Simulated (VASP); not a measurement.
Runs of VASP 6.6.1 on BAs (CsCl type). The structure is that of space group Pm-3m (No. 221), or close to it. The cells are those of the table. 

```tsv
task	cell	k mesh for the DOS	occupations for the DOS	gap on the mesh (eV)	pressure (GPa)
single point	a = 2.938 Å, 2 atoms	-	-	none	0.2
single point	a = 2.728 Å, 2 atoms	-	-	none	38.0
single point	a = 2.816 Å, 2 atoms	-	-	none	(a)
single point	a = 2.633 Å, 2 atoms	-	-	none	71.1
```

Alike in all rows: level PBE; potentials or basis VASP PAW PBE potentials, release 64 (B, As); no spin polarisation; k mesh 15 × 15 × 15; cutoff (eV) 520; smearing fermi-dirac 0.05 eV.

**Question.** Estimate the missing entries.

**Answer.** (a) 17.8.

A k mesh can miss the band edges, and the runs leave out spin-orbit coupling on As.

A gap of «none» marks levels without a gap at the run's occupations.
